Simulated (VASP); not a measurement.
A run of VASP 6.6.1 is set up as follows.

The input INCAR:

```
SYSTEM = Si4Ge
PREC = Accurate ; ENCUT = 520
EDIFF = 1E-6 ; ISMEAR = 0
SIGMA = 0.1 ; LREAL = .False.
LASPH = .True. ; NELM = 80
ALGO = Normal ; ISIF = 2
LWAVE = .False. ; LCHARG = .False.
GGA = PE ; NBANDS = 41
```

Contents of KPOINTS:

```
regular mesh
0
Gamma
  6 6 1
  0 0 0
```

POSCAR

```
Si4Ge
1.0
    2.8634956967      0.0000000000      0.0000000000
   -1.4317478484      2.4798600170      0.0000000000
    0.0000000000      0.0000000000     21.9177606164
Si Ge
8 2
Direct
    0.3333333333      0.6666666667      0.6427125253
    0.3333333333      0.6666666667      0.8572874747
    0.3333333333      0.6666666667      0.0483464110
    0.3333333333      0.6666666667      0.4516535890
    0.6666666667      0.3333333333      0.9516535890
    0.6666666667      0.3333333333      0.1427125253
    0.6666666667      0.3333333333      0.3572874747
    0.6666666667      0.3333333333      0.5483464110
    0.3333333333      0.6666666667      0.2500000000
    0.6666666667      0.3333333333      0.7500000000
```

Potentials or basis: VASP PAW PBE potentials, release 64 (Si, Ge_d).

The run is started by

```sh
$ cat potpaw_PBE.64/Si/POTCAR potpaw_PBE.64/Ge_d/POTCAR > POTCAR
$ mpirun -np 1 vasp_std > vasp.out
```

Problem. What does it give for the largest force?

Solution. 0.040 eV/Å.

Problem. Predict the pressure.

Solution. 0.1 GPa.

Problem. What does it give for the band gap on the k mesh?

Solution. Zero (band 30 reaches 15.62 eV, above the bottom of band 31 at 6.90 eV).

Forces on the atoms (eV/Å):
```
Si   0.000  0.000 -0.040
Si   0.000  0.000  0.040
Si   0.000  0.000  0.023
Si   0.000  0.000 -0.023
Si   0.000  0.000 -0.023
Si   0.000  0.000 -0.040
Si   0.000  0.000  0.040
Si   0.000  0.000  0.023
Ge   0.000  0.000  0.000
Ge   0.000  0.000  0.000
```

Caveat: the k points lie up to 0.42 Å⁻¹ apart.
